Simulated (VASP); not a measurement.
# GeH2W8C8 in VASP: single point with PBE

Aim: the single point of GeH2W8C8 with PBE.

Everything below comes from runs of VASP 6.6.1. Logs are shortened: lines on timing, memory, paths and dates and some standing lists are left out, and cuts for length are marked.

### Step 1. The cell of the first run

The cell holds a slab with vacuum, 19 atoms: a = 5.696 Å, b = 5.696 Å, c = 16.196 Å, α = 90.00°, β = 90.00°, γ = 120.00°.

### Step 2. Single point, PBE

Input file INCAR:

```
SYSTEM = GeH2W8C8
PREC = Accurate
ENCUT = 520
EDIFF = 1E-6
ISMEAR = 0
SIGMA = 0.05
LREAL = Auto
LASPH = .True.
NELM = 80
ALGO = Normal
ISIF = 2
LWAVE = .False.
LCHARG = .False.
GGA = PE
NBANDS = 95
```

Input file KPOINTS:

```
regular mesh
0
Gamma
  4 4 1
  0 0 0
```

Input file POSCAR:

```
GeH2W8C8
1.0
    5.6955400000      0.0000000000      0.0000000000
   -2.8477700000      4.9324820000      0.0000000000
    0.0000000000      0.0000000000     16.1959050000
W C Ge H
8 8 1 2
Direct
    0.0000000000      0.0000000000      0.0617440026
   -0.0000811740      0.0019059370      0.2401565704
    0.0000000000      0.5000000000      0.0617440026
   -0.0017041226      0.5016908323      0.2378064702
    0.5000000000      0.0000000000      0.0617440026
    0.4999824841      0.0000032438      0.2411640473
    0.5000000000      0.5000000000      0.0617440026
    0.4980783861      0.5000664980      0.2401619422
    0.3335802971      0.1663999990      0.1446453903
    0.3323222754      0.1676971148      0.3123485844
    0.3340397212      0.6674108491      0.1445800651
    0.3285733371      0.6685745635      0.3178279942
    0.8325813465      0.1659503268      0.1445803121
    0.8314336781      0.1714372196      0.3178294760
    0.8325316949      0.6674540323      0.1436684767
    0.8319124042      0.6680733959      0.3102587969
    0.0661793093      0.4337741121      0.4032610712
    0.2055090885      0.2947816130      0.4479302639
   -0.0630959866      0.5629749891      0.4565402180
```

Potentials or basis: VASP PAW PBE potentials, release 64 (W_sv, C, Ge_d, H).

The run is started by

```sh
> cat potpaw_PBE.64/W_sv/POTCAR potpaw_PBE.64/C/POTCAR potpaw_PBE.64/Ge_d/POTCAR potpaw_PBE.64/H/POTCAR > POTCAR
> mpirun -np 1 vasp_std > vasp.out
```

OUTCAR:

```text
SYSTEM = GeH2W8C8
   PREC = Accurate
   ENCUT = 520
   EDIFF = 1E-6
   ISMEAR = 0
   LREAL = Auto
   LASPH = .True.
   NELM = 80
   ISIF = 2
   GGA = PE

 ion  position               nearest neighbor table
   1  0.000  0.000  0.062-  15 2.11  13 2.12   9 2.12   7 2.85   3 2.85   3 2.85   7 2.85   5 2.85
                             5 2.85   2 2.89
   2  1.000  0.002  0.240-  16 2.00  10 2.01  14 2.09  13 2.25   9 2.26  15 2.27   8 2.84   6 2.84
                             4 2.84   4 2.85   6 2.85   8 2.86   1 2.89
   3  0.000  0.500  0.062-  15 2.12  11 2.12  13 2.12   5 2.85   1 2.85   1 2.85   5 2.85   7 2.85
                             7 2.85   4 2.85
   4  0.998  0.502  0.238-  16 2.02  14 2.08  12 2.08  15 2.24  13 2.24  11 2.24  17 2.76   2 2.84
                             8 2.84   6 2.85   6 2.85   8 2.85   2 2.85   3 2.85
   5  0.500  0.000  0.062-  13 2.12  11 2.12   9 2.12   7 2.85   3 2.85   7 2.85   3 2.85   1 2.85
                             1 2.85   6 2.91
   6  0.500  0.000  0.241-  10 2.02  12 2.05  14 2.05  11 2.27   9 2.27  13 2.27   8 2.84   2 2.84
                             4 2.85   4 2.85   2 2.85   8 2.85   5 2.91
   7  0.500  0.500  0.062-  15 2.11  11 2.12   9 2.12   5 2.85   1 2.85   5 2.85   1 2.85   3 2.85
                             3 2.85   8 2.89
   8  0.498  0.500  0.240-  16 2.00  10 2.01  12 2.09  11 2.25   9 2.26  15 2.27   2 2.84   6 2.84
                             4 2.84   4 2.85   6 2.85   2 2.86   7 2.89
   9  0.334  0.166  0.145-   5 2.12   1 2.12   7 2.12   2 2.26   8 2.26   6 2.27
  10  0.332  0.168  0.312-   8 2.01   2 2.01   6 2.02
  11  0.334  0.667  0.145-   5 2.12   7 2.12   3 2.12   4 2.24   8 2.25   6 2.27
  12  0.329  0.669  0.318-  17 1.98   6 2.05   4 2.08   8 2.09
  13  0.833  0.166  0.145-   5 2.12   1 2.12   3 2.12   4 2.24   2 2.25   6 2.27
  14  0.831  0.171  0.318-  17 1.98   6 2.05   4 2.08   2 2.09
  15  0.833  0.667  0.144-   7 2.11   1 2.11   3 2.12   4 2.24   2 2.27   8 2.27
  16  0.832  0.668  0.310-   8 2.00   2 2.00   4 2.02
  17  0.066  0.434  0.403-  19 1.54  18 1.55  14 1.98  12 1.98   4 2.76
  18  0.206  0.295  0.448-  17 1.55
  19  0.937  0.563  0.457-  17 1.54

  LATTYP: Found a hexagonal cell.
 ALAT       =     5.6955400000
 C/A-ratio  =     2.8436118437

  Lattice vectors:

 A1 = (   5.6955400000,   0.0000000000,   0.0000000000)
 A2 = (  -2.8477700000,   4.9324820000,   0.0000000000)
 A3 = (   0.0000000000,   0.0000000000,  16.1959050000)

Analysis of symmetry for initial positions (statically):
=====================================================================
 Subroutine PRICEL returns:
 Original cell was already a primitive cell.

 Routine SETGRP: Setting up the symmetry group for a
 hexagonal supercell.

 Subroutine GETGRP returns: Found  1 space group operations
 (whereof  1 operations were pure point group operations)
 out of a pool of 24 trial point group operations.

The static configuration has the point symmetry C_1 .

Analysis of symmetry for dynamics (positions and initial velocities):
=====================================================================
 Subroutine PRICEL returns:
 Original cell was already a primitive cell.

 Routine SETGRP: Setting up the symmetry group for a
 hexagonal supercell.

 Subroutine GETGRP returns: Found  1 space group operations
 (whereof  1 operations were pure point group operations)
 out of a pool of 24 trial point group operations.

The dynamic configuration has the point symmetry C_1 .

 Subroutine INISYM returns: Found  1 space group operations
 (whereof  1 operations are pure point group operations),
 and found     1 'primitive' translations

----------------------------------------------------------------------------------------

                                     Primitive cell

  volume of cell :     454.9940

  direct lattice vectors                    reciprocal lattice vectors
     5.695540000  0.000000000  0.000000000     0.175575977  0.101368844  0.000000000
    -2.847770000  4.932482000  0.000000000     0.000000000  0.202737689  0.000000000
     0.000000000  0.000000000 16.195905000     0.000000000  0.000000000  0.061744003

  length of vectors
     5.695540000  5.695539716 16.195905000     0.202737679  0.202737689  0.061744003

  position of ions in fractional coordinates (direct lattice)
     0.000000000  0.000000000  0.061744003
     0.999918826  0.001905937  0.240156570
     0.000000000  0.500000000  0.061744003
     0.998295877  0.501690832  0.237806470
     0.500000000  0.000000000  0.061744003
     0.499982484  0.000003244  0.241164047
[... 11 lines left out ...]
     0.205509089  0.294781613  0.447930264
     0.936904013  0.562974989  0.456540218

  ion indices of the primitive-cell ions
   primitive index   ion index
                 1           1
                 2           2
                 3           3
                 4           4
                 5           5
                 6           6
[... 11 lines left out ...]
                18          18
                19          19

----------------------------------------------------------------------------------------

 KPOINTS: regular mesh

Automatic generation of k-mesh.
 Grid dimensions read from file:
 generate k-points for:    4    4    1

 Generating k-lattice:

  Cartesian coordinates                     Fractional coordinates (reciprocal lattice)
     0.043893994  0.025342211  0.000000000     0.250000000  0.000000000  0.000000000
     0.000000000  0.050684422  0.000000000     0.000000000  0.250000000  0.000000000
     0.000000000  0.000000000  0.061744003     0.000000000  0.000000000  1.000000000

  Length of vectors
     0.050684420  0.050684422  0.061744003

  Shift w.r.t. Gamma in fractional coordinates (k-lattice)
     0.000000000  0.000000000  0.000000000

 Subroutine IBZKPT returns following result:
 ===========================================

 Found     10 irreducible k-points:

 Following reciprocal coordinates:
            Coordinates               Weight
  0.000000  0.000000  0.000000      1.000000
  0.250000  0.000000  0.000000      2.000000
  0.000000  0.250000  0.000000      2.000000
 -0.250000  0.250000  0.000000      2.000000
  0.500000  0.000000  0.000000      1.000000
  0.000000  0.500000  0.000000      1.000000
  0.500000  0.500000  0.000000      1.000000
  0.250000  0.250000  0.000000      2.000000
 -0.250000  0.500000  0.000000      2.000000
  0.500000  0.250000  0.000000      2.000000
   k-points           NKPTS =     10   k-points in BZ     NKDIM =     10   number of bands    NBANDS=     95
   number of dos      NEDOS =    301   number of ions     NIONS =     19
   total plane-waves  NPLWV = 211680
   dimension x,y,z NGX =    42 NGY =   42 NGZ =  120
   dimension x,y,z NGXF=    84 NGYF=   84 NGZF=  240
   ions per type =               8   8   1   2
   NGX,Y,Z   is equivalent  to a cutoff of  12.26, 12.26, 12.32 a.u.
   NGXF,Y,Z  is equivalent  to a cutoff of  24.52, 24.52, 24.64 a.u.
 SYSTEM =  GeH2W8C8
   PREC   = accura    normal or accurate (medium, high low for compatibility)
   ISTART =      0    job   : 0-new  1-cont  2-samecut
   ICHARG =      2    charge: 1-file 2-atom 10-const
   ISPIN  =      1    spin polarized calculation?
   LNONCOLLINEAR =      F non collinear calculations
   LSORBIT =      F    spin-orbit coupling
   LASPH  =      T    aspherical Exc in radial PAW
   ENCUT  =  520.0 eV  38.22 Ry    6.18 a.u.  10.59 10.59 30.11*2*pi/ulx,y,z
   NELM   =     80;   NELMIN=  2; NELMDL= -5     # of ELM steps
   EDIFF  = 0.1E-05   stopping-criterion for ELM
   LREAL  =      T    real-space projection
   EDIFFG = 0.1E-04   stopping-criterion for IOM
   NSW    =      0    number of steps for IOM
   IBRION =     -1    ionic relax: 0-MD 1-quasi-New 2-CG
   NFREE  =      0    steps in history (QN), initial steepest desc. (CG)
   ISIF   =      2    stress and relaxation
   ISYM   =      2    0-nonsym 1-usesym 2-fastsym
   POTIM  = 0.5000    time-step for ionic-motion
   TEBEG  =    0.0;   TEEND  =   0.0 temperature during run
   PSTRESS=    0.0 pullay stress
   NELECT =     160.0000    total number of electrons
   NUPDOWN=      -1.0000    fix difference up-down
   EMIN   =  10.00;   EMAX   =-10.00  energy-range for DOS
   EFERMI =   0.00;   METHOD = LEGACY
   ISMEAR =     0;   SIGMA  =   0.05  broadening in eV -4-tet -1-fermi 0-gaus
   EFERMI_NEDOS =   21; number of points for ismear=-14 and -15
   IALGO  =     38    algorithm
   IMIX   =      4    mixing-type and parameters
     AMIX     =   0.40;   BMIX     =  1.00
     AMIX_MAG =   1.60;   BMIX_MAG =  1.00
  volume/ion in A,a.u.               =      23.95       161.60
  Fermi-wavevector in a.u.,A,eV,Ry     =   1.155526  2.183627 18.167039  1.335240
  Thomas-Fermi vector in A             =   2.292154
   LORBIT       =      0    0 simple, 1 ext, 2 COOP (PROOUT), +10 PAW based schemes
   GGA     = PE    functional components
   LHFCALC =     F    Hartree Fock is set to
   AEXX    =    0.0000 exact exchange contribution
   IVDW    =     0    specifies the selected vdW correction
   LEPSILON=     F    determine dielectric tensor
   LRPA    =     F    only Hartree local field effects (RPA)
 non-spin polarized calculation
 Gauss-broadening in eV      SIGMA  =   0.05
  energy-cutoff  :      520.00
  volume of cell :      454.99
 maximum number of plane-waves:     12277
   NGX = 21   NGY = 21   NGZ = 61

 number of electron     160.0000013 magnetization

 Free energy of the ion-electron system (eV)
  ---------------------------------------------------
  ext. energy  EPLUGINS =         0.00000000
  ---------------------------------------------------
  free energy    TOTEN  =      -174.31368455 eV

  energy without entropy =     -174.29925135  energy(sigma->0) =     -174.30646795

 E-fermi :   1.4541     XC(G=0):  -6.8632

 val. band max:        1.4534934145   @ k =   0.2500   0.0000   0.0000
 cond. band min:       1.5077061616   @ k =  -0.2500   0.2500   0.0000
 fundamental gap:      0.0542127471
 Fermi energy:         1.4540809288

 k-point     1 :       0.0000    0.0000    0.0000
  band No.  band energies     occupation
      1     -72.3480      2.00000
      2     -72.3321      2.00000
      3     -72.2834      2.00000
      4     -72.2692      2.00000
      5     -72.2620      2.00000
      6     -72.2549      2.00000
[... 939 lines left out ...]
     91       4.0210      0.00000
     92       4.6081      0.00000
 [bands above 92 left out]

------------------------ aborting loop because EDIFF is reached ----------------------------------------

  FORCE on cell =-STRESS in cart. coord.  units (eV):
  Direction    XX          YY          ZZ          XY          YZ          ZX
  --------------------------------------------------------------------------------------
  -------------------------------------------------------------------------------------
  Total       21.7355157     21.7188527      0.8963576     -0.0188281     -0.0091418      0.0155872
  in kB       76.5376098     76.4789341      3.1563580     -0.0662998     -0.0321910      0.0548873
  external PRESSURE =      52.0576340 kB  Pullay stress =       0.0000000 kB

 VOLUME and BASIS-vectors are now :
 -----------------------------------------------------------------------------
  energy-cutoff  :      520.00
  volume of cell :      454.99
      direct lattice vectors                 reciprocal lattice vectors
     5.695540000  0.000000000  0.000000000     0.175575977  0.101368844  0.000000000
    -2.847770000  4.932482000  0.000000000     0.000000000  0.202737689  0.000000000
     0.000000000  0.000000000 16.195905000     0.000000000  0.000000000  0.061744003

 POSITION                                       TOTAL-FORCE (eV/Angst)
 -----------------------------------------------------------------------------------
      0.00000      0.00000      1.00000        -0.021440      0.110050     -0.109861
      5.68965      0.00940      3.88955        -0.003025      0.002819     -0.029081
     -1.42389      2.46624      1.00000         0.066527     -0.038744     -0.210638
      4.25713      2.47458      3.85149         0.014902     -0.007749     -0.044855
      2.84777      0.00000      1.00000         0.055198     -0.032271      0.165738
      2.84766      0.00002      3.90587         0.018345     -0.010057     -0.025179
[... 11 lines left out ...]
      0.33101      1.45401      7.25464        -0.014590      0.007299     -0.014269
      3.73295      2.77686      7.39408         0.014110     -0.007987     -0.022886
 -----------------------------------------------------------------------------------
    total drift:                               -0.007268      0.004833      0.027092

  FREE ENERGIE OF THE ION-ELECTRON SYSTEM (eV)
  ---------------------------------------------------
  free  energy   TOTEN  =      -174.3136845482 eV

  energy  without entropy=     -174.2992513538  energy(sigma->0) =     -174.30646795
```

Run time: 11 min. Hardware: 1 thread of Intel Xeon 6975P-C (Granite Rapids), shared host; peak memory 0.65 GiB.

What came out:

```
Free energy            : -174.3137 eV
Largest force          : 0.224 eV/Å
Band gap on the k mesh : zero (bands 80 and 81 overlap by 1.07 eV)
```

Forces in eV/Å, atoms in the order of the input:
```
W   -0.021  0.110 -0.110
W   -0.003  0.003 -0.029
W    0.067 -0.039 -0.211
W    0.015 -0.008 -0.045
W    0.055 -0.032  0.166
W    0.018 -0.010 -0.025
W   -0.107 -0.037 -0.109
W   -0.005  0.002 -0.032
C    0.002 -0.001  0.013
C   -0.005  0.002  0.090
C    0.004  0.006  0.007
C   -0.013 -0.006  0.092
C   -0.003 -0.006  0.008
C   -0.001  0.013  0.091
C    0.000  0.000  0.009
C   -0.007  0.005  0.104
Ge   0.004 -0.001  0.017
H   -0.015  0.007 -0.014
H    0.014 -0.008 -0.023
```

Caveat: there is no dipole correction, which matters where the two faces differ; spin-orbit coupling is left out, which moves the levels of the heavy elements.

The gap in the log of VASP goes by the Fermi energy; the results here count the filled bands.